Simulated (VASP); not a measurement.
# CoO (I4/mmm) in VASP: further runs, part 2 of 2

VASP 6.6.1.

### Step 4. Single point, PBE+U

This run uses another cell than the first one, of 9.58 Å³/atom.

INCAR

```
PREC     = Accurate       # precision mode
ENCUT    = 700            # plane-wave cutoff, eV
EDIFF    = 1E-6           # SCF threshold, eV
ISMEAR   = 0              # smearing method
SIGMA    = 0.02           # smearing width, eV
LREAL    = False          # projectors in reciprocal space
LASPH    = True           # aspherical terms in the spheres
NELM     = 200            # most SCF steps
ALGO     = Normal         # electronic algorithm
ISIF     = 2              # what is computed and relaxed
LWAVE    = False          # write WAVECAR
LCHARG   = True           # write CHGCAR
LMAXMIX  = 4              # l up to which the mixer works
LDAU     = True           # DFT+U
LDAUTYPE = 2            
LDAUL    = 2 -1           # shell
LDAUU    = 3.32 0         # U, eV
LDAUJ    = 0 0          
LDAUPRINT= 1            
GGA      = PE             # functional
LELF     = True           # ELF
LVHAR    = True         
NBANDS   = 18             # bands
GGA_COMPAT= False
```

KPOINTS

```
regular mesh
0
Gamma
  12 12 12
```

POSCAR

```
CoO
1.0
   -1.5080001529      1.5080001529      2.1072499549
    1.5080001529     -1.5080001529      2.1072499549
    1.5080001529      1.5080001529     -2.1072499549
Co O
1 1
Direct
    0.0000000000      0.0000000000      0.0000000000
    0.5000000000      0.5000000000      0.0000000000
```

Potentials or basis: VASP PAW PBE potentials, release 64 (Co_sv, O).

Run with:

```bash
cat potpaw_PBE.64/Co_sv/POTCAR potpaw_PBE.64/O/POTCAR > POTCAR
mpirun -np 1 vasp_std > vasp.out
```

OUTCAR:

```text
PREC = Accurate
   ENCUT = 700
   EDIFF = 1E-6
   ISMEAR = 0
   LREAL = False
   LASPH = True
   NELM = 200
   ISIF = 2
   GGA = PE

 ion  position               nearest neighbor table
   1  0.000  0.000  0.000-   2 2.11   2 2.11   2 2.13   2 2.13   2 2.13   2 2.13
   2  0.500  0.500  0.000-   1 2.11   1 2.11   1 2.13   1 2.13   1 2.13   1 2.13

  LATTYP: Found a body centered tetragonal cell.
 ALAT       =     3.0160003058
 C/A-ratio  =     1.3973804650

  Lattice vectors:

 A1 = (  -1.5080001529,   1.5080001529,   2.1072499549)
 A2 = (   1.5080001529,  -1.5080001529,   2.1072499549)
 A3 = (   1.5080001529,   1.5080001529,  -2.1072499549)

Analysis of symmetry for initial positions (statically):
=====================================================================
 Subroutine PRICEL returns:
 Original cell was already a primitive cell.

 Routine SETGRP: Setting up the symmetry group for a
 body centered tetragonal supercell.

 Subroutine GETGRP returns: Found 16 space group operations
 (whereof 16 operations were pure point group operations)
 out of a pool of 16 trial point group operations.

The static configuration has the point symmetry D_4h.

Analysis of symmetry for dynamics (positions and initial velocities):
=====================================================================
 Subroutine PRICEL returns:
 Original cell was already a primitive cell.

 Routine SETGRP: Setting up the symmetry group for a
 body centered tetragonal supercell.
[... 173 lines left out ...]
  o =  0.3679  v =  0.0000  0.0000  0.0000  0.0000  0.0000  1.0000  0.0000  0.0000  0.0000  0.0000      0.0000  0.0000  0.0000  0.0000  0.0000  0.0000  0.0000  0.0000  0.0000  0.0000
  o =  0.9083  v =  0.0000  0.0000  0.0000  0.0000  1.0000  0.0000  0.0000  0.0000  0.0000  0.0000      0.0000  0.0000  0.0000  0.0000  0.0000  0.0000  0.0000  0.0000  0.0000  0.0000
  o =  0.9083  v =  0.0000  0.0000  0.0000  0.0000  0.0000  0.0000  0.0000  0.0000  0.0000  1.0000      0.0000  0.0000  0.0000  0.0000  0.0000  0.0000  0.0000  0.0000  0.0000  0.0000
  o =  0.9092  v =  0.0000 -1.0000  0.0000  0.0058  0.0000  0.0000  0.0000  0.0000  0.0000  0.0000      0.0000  0.0000  0.0000  0.0000  0.0000  0.0000  0.0000  0.0000  0.0000  0.0000
  o =  0.9092  v =  0.0000  0.0000  0.0000  0.0000  0.0000  0.0000 -1.0000  0.0000  0.0058  0.0000      0.0000  0.0000  0.0000  0.0000  0.0000  0.0000  0.0000  0.0000  0.0000  0.0000
  o =  0.9092  v =  0.0000  0.0000  0.0000  0.0000  0.0000  0.0000 -0.0058  0.0000 -1.0000  0.0000      0.0000  0.0000  0.0000  0.0000  0.0000  0.0000  0.0000  0.0000  0.0000  0.0000
  o =  0.9092  v =  0.0000 -0.0058  0.0000 -1.0000  0.0000  0.0000  0.0000  0.0000  0.0000  0.0000      0.0000  0.0000  0.0000  0.0000  0.0000  0.0000  0.0000  0.0000  0.0000  0.0000

 number of electron      23.0000007 magnetization

 Free energy of the ion-electron system (eV)
  ---------------------------------------------------
  ext. energy  EPLUGINS =         0.00000000
  ---------------------------------------------------
  free energy    TOTEN  =       -10.18392051 eV

  energy without entropy =      -10.18331066  energy(sigma->0) =      -10.18361558

 E-fermi :   9.2109     XC(G=0): -12.6956

 val. band max:        9.2099619784   @ k =  -0.2500  -0.3333   0.0833
 cond. band min:       9.2149841534   @ k =   0.3333   0.3333   0.0833
 fundamental gap:      0.0050221750
 Fermi energy:         9.2108725526

 k-point     1 :       0.0000    0.0000    0.0000
  band No.  band energies     occupation
      1     -85.7260      2.00000
      2     -49.0871      2.00000
      3     -48.9944      2.00000
      4     -48.9943      2.00000
      5     -11.4475      2.00000
      6       5.5773      2.00000
[... 481 lines left out ...]
      5     -10.4030      2.00000
      6       1.6836      2.00000
[... 10 lines left out ...]
     17      23.9751      0.00000
     18      28.2285      0.00000

 [... further k-points ...]

------------------------ aborting loop because EDIFF is reached ----------------------------------------

  FORCE on cell =-STRESS in cart. coord.  units (eV):
  Direction    XX          YY          ZZ          XY          YZ          ZX
  --------------------------------------------------------------------------------------
  -------------------------------------------------------------------------------------
  Total       -2.1784116     -2.1784116     -2.2234111      0.0000000      0.0000000     -0.0000000
  in kB     -182.0839652   -182.0839652   -185.8452837      0.0000000      0.0000000     -0.0000000
  external PRESSURE =    -183.3377380 kB  Pullay stress =       0.0000000 kB

 VOLUME and BASIS-vectors are now :
 -----------------------------------------------------------------------------
  energy-cutoff  :      700.00
  volume of cell :       19.17
      direct lattice vectors                 reciprocal lattice vectors
    -1.508000153  1.508000153  2.107249955     0.000000000  0.331564953  0.237276076
     1.508000153 -1.508000153  2.107249955     0.331564953  0.000000000  0.237276076
     1.508000153  1.508000153 -2.107249955     0.331564953  0.331564953  0.000000000

 POSITION                                       TOTAL-FORCE (eV/Angst)
 -----------------------------------------------------------------------------------
      0.00000      0.00000      0.00000         0.000000     -0.000000     -0.000000
      0.00000      0.00000      2.10725        -0.000000      0.000000      0.000000
 -----------------------------------------------------------------------------------
    total drift:                                0.000000     -0.000000     -0.000000

  FREE ENERGIE OF THE ION-ELECTRON SYSTEM (eV)
  ---------------------------------------------------
  free  energy   TOTEN  =       -10.1839205073 eV

  energy  without entropy=      -10.1833106614  energy(sigma->0) =      -10.18361558
```

OSZICAR:

```text
N       E                     dE             d eps       ncg     rms          rms(c)
DAV:   1     0.270579383891E+03    0.27058E+03   -0.15479E+04  7346   0.354E+03
DAV:   2     0.323200657853E+01   -0.26735E+03   -0.25801E+03  8624   0.807E+02
DAV:   3    -0.106909267091E+02   -0.13923E+02   -0.13675E+02  8460   0.167E+02
DAV:   4    -0.108897484950E+02   -0.19882E+00   -0.19856E+00  7852   0.178E+01
DAV:   5    -0.108961427852E+02   -0.63943E-02   -0.63940E-02  7664   0.294E+00    0.132E+01
DAV:   6    -0.112045516692E+02   -0.30841E+00   -0.17216E+01  8916   0.858E+01    0.172E+01
DAV:   7    -0.985231515188E+01    0.13522E+01   -0.85068E+00  7652   0.662E+01    0.544E+00
DAV:   8    -0.101151927608E+02   -0.26288E+00   -0.48823E-01  7600   0.998E+00    0.205E+00
DAV:   9    -0.101847683958E+02   -0.69576E-01   -0.94636E-02  9382   0.369E+00    0.416E-01
DAV:  10    -0.101834082482E+02    0.13601E-02   -0.10135E-02  8454   0.201E+00    0.199E-01
DAV:  11    -0.101839095562E+02   -0.50131E-03   -0.12390E-03  8496   0.636E-01    0.789E-02
DAV:  12    -0.101839189678E+02   -0.94116E-05   -0.11910E-04  7276   0.153E-01    0.169E-02
DAV:  13    -0.101839193778E+02   -0.41001E-06   -0.37085E-05 10166   0.123E-01    0.205E-02
DAV:  14    -0.101839211129E+02   -0.17351E-05   -0.55617E-06  6068   0.413E-02    0.154E-02
DAV:  15    -0.101839205073E+02    0.60556E-06   -0.80247E-06  5696   0.688E-02
   1 F= -.10183921E+02 E0= -.10183616E+02  d E =-.609846E-03
```

stdout:

```text
POSCAR found type information on POSCAR CoO
 POSCAR found :  2 types and       2 ions
 scaLAPACK will be used
 LDA part: xc-table for (Slater+PW92), standard interpolation
 POSCAR, INCAR and KPOINTS ok, starting setup
 FFT: planning ... GRIDC
 FFT: planning ... GRID_SOFT
 FFT: planning ... GRID
 WAVECAR not read
 entering main loop
```

Wall time 46 s (1 thread of Intel Xeon 6975P-C (Granite Rapids), shared host); peak memory 0.22 GiB.

What came out:

- Free energy: -10.1839 eV
- Pressure: -18.3 GPa
- Band gap on the k mesh: zero (an odd number of electrons rules out a gap without spin polarisation)

Levels at points of the mesh, in eV from the Fermi level:
```csv
k point,band 8,band 9,band 10,band 11,band 12,band 13,band 14,band 15,band 16,band 17
"(0.00, 0.00, 0.00)",-3.58,-2.96,-2.96,-2.86,-0.94,-0.88,1.03,16.69,17.92,17.92
"(0.50, 0.00, 0.00)",-5.62,-2.01,-2.01,-1.65,1.56,1.68,5.02,9.36,13.46,13.74
"(0.50, 0.50, 0.00)",-4.71,-3.88,-1.85,-1.81,-0.47,-0.03,6.21,9.62,11.65,15.83
"(0.50, 0.50, 0.50)",-4.79,-3.83,-1.86,-1.86,-0.47,0.00,6.22,9.77,11.52,15.78
```

Eigenvalues of the final occupation matrices:
```tsv
site	spin	trace	eigenvalues
site 1 d	1	3.43	0.33 0.37 0.91 0.91 0.91
site 1 d	2	3.43	0.33 0.37 0.91 0.91 0.91
```

Caveat: the cell stands under tension; an odd number of electrons without spin polarisation forces a metal; a magnetic or distorted state may lie lower; the run has no spin polarisation, though such a crystal can be magnetic; U without spin polarisation on a metal has little footing.

### Step 5. Single point, PBE+U

This run uses another cell than the first one, of 8.82 Å³/atom.

INCAR

```
SYSTEM = CoO
  PREC = Accurate
  ENCUT = 700
  EDIFF = 1E-6
  ISMEAR = 0
  SIGMA = 0.02
  LREAL = .False.
  LASPH = .True.
  NELM = 200
  ALGO = Normal
  ISIF = 2
  LWAVE = .False.
  LCHARG = .True.
  LMAXMIX = 4
  LDAU = .True.
  LDAUTYPE = 2
  LDAUL = 2 -1
  LDAUU = 3.32 0
  LDAUJ = 0 0
  LDAUPRINT = 1
  GGA = PE
  LELF = .True.
  LVHAR = .True.
  NBANDS = 18
  GGA_COMPAT = .False.
```

KPOINTS

```
regular mesh
0
Gamma
  12 12 12
  0 0 0
```

POSCAR

```
CoO
1.0
   -1.4666640986      1.4666640986      2.0494877602
    1.4666640986     -1.4666640986      2.0494877602
    1.4666640986      1.4666640986     -2.0494877602
Co O
1 1
Direct
    0.0000000000      0.0000000000      0.0000000000
    0.5000000000      0.5000000000      0.0000000000
```

Run with:

```bash
cat potpaw_PBE.64/Co_sv/POTCAR potpaw_PBE.64/O/POTCAR > POTCAR
mpirun -np 1 vasp_std > vasp.out
```

Wall time 2.3 min (1 thread of AMD EPYC 7R43 (Zen 3), shared host); peak memory 0.18 GiB.

It converged, with:

```
Free energy            : -10.2907 eV
Pressure               : -4.6 GPa
Band gap on the k mesh : zero (an odd number of electrons rules out a gap without spin polarisation)
```

Stress tensor (GPa, compression positive):
```
-4.67  0.00  0.00
 0.00 -4.67  0.00
 0.00  0.00 -4.53
```

Levels at points of the mesh, in eV from the Fermi level:
```tsv
k point	band 10	band 11	band 12	band 13	band 14	band 15
(0.00, 0.00, 0.00)	-3.19	-3.08	-1.12	-1.06	1.48	16.93
(0.50, 0.00, 0.00)	-2.08	-1.67	1.73	1.86	5.19	10.15
(0.50, 0.50, 0.00)	-1.88	-1.85	-0.58	0.03	6.78	10.15
(0.50, 0.50, 0.50)	-1.90	-1.90	-0.58	0.07	6.78	10.30
```

Eigenvalues of the final occupation matrices:
| site | spin | trace | eigenvalues |
| --- | --- | --- | --- |
| site 1 d | 1 | 3.44 | 0.34 0.38 0.91 0.91 0.91 |
| site 1 d | 2 | 3.44 | 0.34 0.38 0.91 0.91 0.91 |

Caveat: the cell stands under tension; an odd number of electrons without spin polarisation forces a metal; a magnetic or distorted state may lie lower; the run has no spin polarisation, though such a crystal can be magnetic; U without spin polarisation on a metal has little footing.

### Step 6. The runs side by side

| cell | gap on the mesh (eV) | pressure (GPa) |
| --- | --- | --- |
| a = 2.851 Å, angles 119.6, 119.6, 90.7°, 2 atoms | none | 11.2 |
| a = 2.998 Å, angles 119.6, 119.6, 90.7°, 2 atoms | none | -18.3 |
| a = 2.916 Å, angles 119.6, 119.6, 90.7°, 2 atoms | none | -4.6 |

Alike in all rows: task single point; level PBE+U; potentials or basis VASP PAW PBE potentials, release 64 (Co_sv, O); no spin polarisation; Co d U = 3.32 eV; k mesh 12 × 12 × 12; cutoff (eV) 700; smearing gaussian 0.02 eV.

Caveats: an odd number of electrons without spin polarisation forces a metal; a magnetic or distorted state may lie lower; the run has no spin polarisation, though such a crystal can be magnetic; U without spin polarisation on a metal has little footing; the cell stands under tension (at least some runs); the cell stands under pressure (at least some runs).

Absolute energies hang on the potentials; compare differences alone.
